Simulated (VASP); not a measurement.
# Na3LiB5 (P-62m) in VASP: further runs

Na3LiB5 is run at these levels: PBE; tasks: relaxation of cell and atoms, single point.

Program: VASP 6.6.1. These are calculated values, not measurements. Logs are shortened: lines on timing, memory, paths and dates and some standing lists are left out, and cuts for length are marked.

## Step 1: The cell of the first run

It takes space group P-62m (No. 189, hexagonal). The conventional cell has a = 5.818 Å, b = 5.818 Å, c = 3.580 Å, α = 90.00°, β = 90.00°, γ = 120.00°. Within 3.1 Å of Na (site symmetry m2m) lie 1 Li at 2.36 Å and 10 B at 2.51 to 2.75 Å and 4 Na at 3.06 Å. Within 3.0 Å of Li (site symmetry -62m) lie 6 B at 2.25 Å and 3 Na at 2.36 Å. B (site symmetry m2m) has 2 Li at 2.25 Å and 4 B at 2.28 to 2.37 Å and 6 Na at 2.72 to 2.75 Å within 3.0 Å. Within 3.0 Å of B (site symmetry -6) lie 3 B at 2.28 Å and 6 Na at 2.51 Å.

## Step 2: Relaxation of cell and atoms, PBE

Input file INCAR:

```
  PREC = Accurate
  ENCUT = 600
  EDIFF = 1E-6
  ISMEAR = 0
  SIGMA = 0.1
  LREAL = F
  LASPH = T
  NELM = 100
  ALGO = Normal
  ISIF = 3
  LWAVE = F
  LCHARG = F
  GGA = PE
  IBRION = 2
  NSW = 90
  EDIFFG = -0.04
```

Input file KPOINTS:

```
Automatic mesh
0
Gamma
  3 3 6
```

Input file POSCAR:

```
Na3LiB5
1.0
    5.8179181200      0.0000000000      0.0000000000
   -2.9089590600      5.0384648900      0.0000000000
    0.0000000000      0.0000000000      3.5798978300
Na Li B
3 1 5
Direct
    0.5941962000      0.0000000000      0.0000000000
    0.0000000000      0.5941962000      0.0000000000
    0.4058038000      0.4058038000      0.0000000000
    0.0000000000      0.0000000000      0.0000000000
    0.2352370800      0.0000000000      0.5000000000
    0.0000000000      0.2352370800      0.5000000000
    0.7647629200      0.7647629200      0.5000000000
    0.3333333300      0.6666666700      0.5000000000
    0.6666666700      0.3333333300      0.5000000000
```

Potentials or basis: VASP PAW PBE potentials, release 64 (Na_pv, Li_sv, B).

Launch:

```console
$ cat potpaw_PBE.64/Na_pv/POTCAR potpaw_PBE.64/Li_sv/POTCAR potpaw_PBE.64/B/POTCAR > POTCAR
$ mpirun -np 1 vasp_std > vasp.out
```

OUTCAR:

```text
PREC = Accurate
   ENCUT = 600
   EDIFF = 1E-6
   ISMEAR = 0
   LREAL = F
   LASPH = T
   NELM = 100
   ISIF = 3
   GGA = PE
   IBRION = 2
   NSW = 90
   EDIFFG = -0.04

 ion  position               nearest neighbor table
   1  0.594  0.000  0.000-   4 2.36
   2  0.000  0.594  0.000-   4 2.36
   3  0.406  0.406  0.000-   4 2.36
   4  0.000  0.000  0.000-   5 2.25   5 2.25   7 2.25   6 2.25   6 2.25   7 2.25   1 2.36   2 2.36
                             3 2.36
   5  0.235  0.000  0.500-   4 2.25   4 2.25
   6  0.000  0.235  0.500-   4 2.25   4 2.25
   7  0.765  0.765  0.500-   4 2.25   4 2.25
   8  0.333  0.667  0.500-
   9  0.667  0.333  0.500-

  LATTYP: Found a hexagonal cell.
 ALAT       =     5.8179181200
 C/A-ratio  =     0.6153228279

  Lattice vectors:

 A1 = (   5.8179181200,   0.0000000000,   0.0000000000)
 A2 = (  -2.9089590600,   5.0384648900,   0.0000000000)
 A3 = (   0.0000000000,   0.0000000000,   3.5798978300)

Analysis of symmetry for initial positions (statically):
=====================================================================
 Subroutine PRICEL returns:
 Original cell was already a primitive cell.

 Routine SETGRP: Setting up the symmetry group for a
 hexagonal supercell.

 Subroutine GETGRP returns: Found 12 space group operations
 (whereof 12 operations were pure point group operations)
 out of a pool of 24 trial point group operations.

The static configuration has the point symmetry D_3h.

Analysis of symmetry for dynamics (positions and initial velocities):
=====================================================================
 Subroutine PRICEL returns:
 Original cell was already a primitive cell.

 Routine SETGRP: Setting up the symmetry group for a
 hexagonal supercell.

 Subroutine GETGRP returns: Found 12 space group operations
 (whereof 12 operations were pure point group operations)
 out of a pool of 24 trial point group operations.

The dynamic configuration has the point symmetry D_3h.

 Subroutine INISYM returns: Found 12 space group operations
 (whereof 12 operations are pure point group operations),
 and found     1 'primitive' translations

----------------------------------------------------------------------------------------

                                     Primitive cell

  volume of cell :     104.9389

[... 101 lines left out ...]
   NUPDOWN=      -1.0000    fix difference up-down
   EMIN   =  10.00;   EMAX   =-10.00  energy-range for DOS
   EFERMI =   0.00;   METHOD = LEGACY
   ISMEAR =     0;   SIGMA  =   0.10  broadening in eV -4-tet -1-fermi 0-gaus
   EFERMI_NEDOS =   21; number of points for ismear=-14 and -15
   IALGO  =     38    algorithm
   IMIX   =      4    mixing-type and parameters
     AMIX     =   0.40;   BMIX     =  1.00
     AMIX_MAG =   1.60;   BMIX_MAG =  1.00
  volume/ion in A,a.u.               =      11.66        78.68
  Fermi-wavevector in a.u.,A,eV,Ry     =   1.177021  2.224247 18.849218  1.385378
  Thomas-Fermi vector in A             =   2.313375
   LORBIT       =      0    0 simple, 1 ext, 2 COOP (PROOUT), +10 PAW based schemes
   GGA     = PE    functional components
   LHFCALC =     F    Hartree Fock is set to
   AEXX    =    0.0000 exact exchange contribution
   IVDW    =     0    specifies the selected vdW correction
   LEPSILON=     F    determine dielectric tensor
   LRPA    =     F    only Hartree local field effects (RPA)
 conjugate gradient relaxation of ions
 non-spin polarized calculation
 Gauss-broadening in eV      SIGMA  =   0.10
  energy-cutoff  :      600.00
  volume of cell :      104.94
 maximum number of plane-waves:      3525
 NGX is ok and might be reduce to    48
   NGX = 23   NGY = 23   NGZ = 15

--------------------------------------- Ionic step        1  -------------------------------------------

 number of electron      38.9999986 magnetization

 Free energy of the ion-electron system (eV)
  ---------------------------------------------------
  ext. energy  EPLUGINS =         0.00000000
  ---------------------------------------------------
  free energy    TOTEN  =       -28.02226355 eV

  energy without entropy =      -27.99509389  energy(sigma->0) =      -28.00867872

------------------------ aborting loop because EDIFF is reached ----------------------------------------

  FORCE on cell =-STRESS in cart. coord.  units (eV):
  Direction    XX          YY          ZZ          XY          YZ          ZX
  --------------------------------------------------------------------------------------
  -------------------------------------------------------------------------------------
  Total       -9.0055422     -9.0055422     12.4040141      0.0000000     -0.0000000      0.0000000
  in kB     -137.4940716   -137.4940717    189.3809798      0.0000000     -0.0000000      0.0000000
  external PRESSURE =     -28.5357212 kB  Pullay stress =       0.0000000 kB
[... 110 lines left out ...]
  FREE ENERGIE OF THE ION-ELECTRON SYSTEM (eV)
  ---------------------------------------------------
  free  energy   TOTEN  =       -31.2157332718 eV

  energy  without entropy=      -31.2113148529  energy(sigma->0) =      -31.21352406

 E-fermi :   3.7412     XC(G=0): -10.0461

 val. band max:        3.4970364533   @ k =   0.3333   0.3333   0.0000
 cond. band min:       3.8075554263   @ k =   0.0000   0.0000   0.3333
 fundamental gap:      0.3105189730
 Fermi energy:         3.7411706845

 k-point     1 :       0.0000    0.0000    0.0000
  band No.  band energies     occupation
      1     -43.4766      2.00000
      2     -20.7992      2.00000
      3     -20.6667      2.00000
      4     -20.6667      2.00000
      5     -20.4499      2.00000
      6     -20.3945      2.00000
[... 313 lines left out ...]
     23       6.2166      0.00000
     24       6.2166      0.00000

[... ionic steps 4 to 28 ...]

--------------------------------------- Ionic step       29  -------------------------------------------

 number of electron      38.9999973 magnetization

------------------------ aborting loop because EDIFF is reached ----------------------------------------
[... 81 lines left out ...]
--------------------------------------- Ionic step       31  -------------------------------------------

 number of electron      38.9999973 magnetization

 Free energy of the ion-electron system (eV)
  ---------------------------------------------------
  ext. energy  EPLUGINS =         0.00000000
  ---------------------------------------------------
  free energy    TOTEN  =       -33.46569791 eV

  energy without entropy =      -33.45910850  energy(sigma->0) =      -33.46240320

 E-fermi :   2.9348     XC(G=0):  -9.3472

 val. band max:        2.9277263736   @ k =   0.0000   0.0000   0.3333
 cond. band min:       3.0390457501   @ k =   0.0000   0.0000   0.3333
 fundamental gap:      0.1113193765
 Fermi energy:         2.9348216053

 k-point     1 :       0.0000    0.0000    0.0000
  band No.  band energies     occupation
      1     -45.0028      2.00000
      2     -21.5590      2.00000
      3     -21.5460      2.00000
      4     -21.5460      2.00000
      5     -21.4493      2.00000
      6     -21.3373      2.00000
[... 349 lines left out ...]
  FREE ENERGIE OF THE ION-ELECTRON SYSTEM (eV)
  ---------------------------------------------------
  free  energy   TOTEN  =       -33.4656979094 eV

  energy  without entropy=      -33.4591084960  energy(sigma->0) =      -33.46240320

 reached required accuracy - stopping structural energy minimisation
```

OSZICAR:

```text
N       E                     dE             d eps       ncg     rms          rms(c)
DAV:   1     0.332532286649E+03    0.33253E+03   -0.20205E+04   576   0.198E+03
DAV:   2    -0.193213329346E+00   -0.33273E+03   -0.32819E+03   592   0.491E+02
DAV:   3    -0.271749608695E+02   -0.26982E+02   -0.26564E+02   760   0.131E+02
DAV:   4    -0.286443913644E+02   -0.14694E+01   -0.14622E+01  1008   0.247E+01
[... 272 lines left out ...]
       N       E                     dE             d eps       ncg     rms          rms(c)
DAV:   1    -0.334657431696E+02   -0.45721E-03   -0.10129E-02   576   0.827E-01    0.591E-02
DAV:   2    -0.334657186917E+02    0.24478E-04   -0.18928E-04   744   0.115E-01    0.362E-02
DAV:   3    -0.334656982317E+02    0.20460E-04   -0.42288E-05   688   0.603E-02    0.401E-03
DAV:   4    -0.334656979094E+02    0.32231E-06   -0.34639E-06   560   0.180E-02
  31 F= -.33465698E+02 E0= -.33462403E+02  d E =-.412558E-03
```

CONTCAR:

```text
Na3LiB5
   1.00000000000000
     5.5633627311844487    0.0000000000000000    0.0000000000000000
    -2.7816813655922243    4.8180134563850867    0.0000000000000000
     0.0000000000000000   -0.0000000000000000    4.3544119535541643
  Na              Li              B
     3     1     5
Direct
     0.5916023472851301    0.0000000000000000    0.0000000000000000
     0.0000000000000177    0.5916023472851651    0.0000000000000000
     0.4083976527148524    0.4083976527148349    0.0000000000000000
     0.0000000000000000    0.0000000000000000    0.0000000000000000
     0.3824688470714970    0.0000000000000000    0.5000000000000000
     0.9999999999993731    0.3824688470702427    0.5000000000000000
     0.6175311529291302    0.6175311529297575    0.5000000000000000
     0.3333333300000021    0.6666666699999979    0.5000000000000000
     0.6666666699999979    0.3333333300000021    0.5000000000000000

  0.00000000E+00  0.00000000E+00  0.00000000E+00
  0.00000000E+00  0.00000000E+00  0.00000000E+00
  0.00000000E+00  0.00000000E+00  0.00000000E+00
  0.00000000E+00  0.00000000E+00  0.00000000E+00
  0.00000000E+00  0.00000000E+00  0.00000000E+00
  0.00000000E+00  0.00000000E+00  0.00000000E+00
  0.00000000E+00  0.00000000E+00  0.00000000E+00
  0.00000000E+00  0.00000000E+00  0.00000000E+00
  0.00000000E+00  0.00000000E+00  0.00000000E+00
```

It took 17 min on 1 thread of Oxide Virtual Turin-like, shared host; peak memory 0.23 GiB.

Results:

| Item | Value |
| --- | --- |
| Free energy | -33.4657 eV |
| Relaxed volume | 12.97 Å³/atom |
| Relaxed cell | a = 5.563 Å, b = 5.563 Å, c = 4.354 Å, α = 90.00°, β = 90.00°, γ = 120.00° |
| Space group after relaxing (to 0.05 Å) | P-62m (No. 189) |
| Energy gained by relaxing | 604.8 meV/atom |
| Ionic steps | 31 |
| Pressure after relaxing | 0.0 GPa |
| Largest force after relaxing | 0.039 eV/Å |

Forces in eV/Å, atoms in the order of the input:
```
Na   0.021  0.000  0.000
Na  -0.010  0.018  0.000
Na  -0.010 -0.018  0.000
Li   0.000  0.000  0.000
B    0.039  0.000  0.000
B   -0.019  0.034  0.000
B   -0.019 -0.034  0.000
B    0.000  0.000  0.000
B    0.000  0.000  0.000
```

Step by step:
| step | energy change (eV) | largest force (eV/Å) | pressure (GPa) | volume (Å³) |
| --- | --- | --- | --- | --- |
| 1 | 0.0000 | 0.9267 | -2.85 | 104.94 |
| 2 | -1.9049 | 1.3224 | -5.36 | 101.37 |
| 3 | -3.1935 | 1.0854 | 12.95 | 86.50 |
| 4 | -4.1564 | 0.7513 | -2.71 | 94.85 |
| 5 | -4.3285 | 0.5385 | 1.93 | 91.39 |
| 6 | -4.3579 | 0.5302 | 0.29 | 92.41 |
| 7 | -4.3563 | 0.5324 | 0.73 | 92.10 |
| 8 | -4.4291 | 0.3032 | 0.86 | 92.68 |
| 9 | -4.4755 | 0.0333 | 1.40 | 93.61 |
| 10 | -4.4897 | 0.3354 | -0.84 | 95.99 |
| 11 | -4.4931 | 0.2353 | -0.18 | 95.25 |
| 12 | -4.5117 | 0.3406 | 0.03 | 95.77 |
| 13 | -4.6269 | 0.7070 | 0.79 | 97.32 |
| 14 | -4.9252 | 0.6054 | 1.93 | 100.42 |
| 15 | -5.1520 | 0.6629 | 4.72 | 106.57 |
| 16 | -5.1680 | 0.5651 | 4.12 | 105.16 |
| 17 | -5.1684 | 0.5855 | 4.26 | 105.47 |
| 18 | -5.1705 | 0.5873 | 4.22 | 105.59 |
| 19 | -5.1762 | 0.5932 | 4.22 | 105.93 |
| 20 | -5.1852 | 0.6047 | 4.19 | 106.62 |
| 21 | -5.1938 | 0.6262 | 4.12 | 108.01 |
| 22 | -5.2067 | 0.6098 | 3.93 | 108.26 |
| 23 | -5.2430 | 0.5611 | 3.44 | 108.98 |
| 24 | -5.3053 | 0.4667 | 2.54 | 110.45 |
| 25 | -5.3909 | 0.2890 | 0.88 | 113.42 |
| 26 | -5.4257 | 0.2253 | -1.81 | 119.47 |
| 27 | -5.4327 | 0.1771 | -1.12 | 117.75 |
| 28 | -5.4382 | 0.1357 | -0.79 | 117.43 |
| 29 | -5.4430 | 0.0543 | -0.12 | 116.82 |
| 30 | -5.4430 | 0.0455 | -0.04 | 116.76 |
| 31 | -5.4434 | 0.0390 | 0.01 | 116.72 |

Final structure:
```xyz
9
Lattice="5.5634 0.0000 0.0000 -2.7817 4.8180 0.0000 0.0000 0.0000 4.3544" Properties=species:S:1:pos:R:3 pbc="T T T"
Na    3.2913    0.0000    0.0000
Na   -1.6456    2.8503    0.0000
Na    1.1360    1.9677    0.0000
Li    0.0000    0.0000    0.0000
B     2.1278    0.0000    2.1772
B     4.4995    1.8427    2.1772
B     1.7178    2.9753    2.1772
B     0.0000    3.2120    2.1772
B     2.7817    1.6060    2.1772
```

Levels at points of the mesh, in eV from the Fermi level:
| k point | band 16 | band 17 | band 18 | band 19 | band 20 | band 21 | band 22 | band 23 | band 24 |
| --- | --- | --- | --- | --- | --- | --- | --- | --- | --- |
| (0.00, 0.00, 0.00) | -3.54 | -2.82 | -1.42 | 1.07 | 1.29 | 1.29 | 1.53 | 1.53 | 1.86 |
| (0.00, 0.00, 0.50) | -3.29 | -3.29 | -0.79 | -0.30 | -0.30 | -0.14 | 2.12 | 2.12 | 2.66 |

Caveat: the k points lie up to 0.43 Å⁻¹ apart in the final cell; the cutoff is under 1.25 times the usual one of these potentials, so pressure, stress and relaxed cells hold a basis-set (Pulay) error.

(Continued in part 2 of 2.)
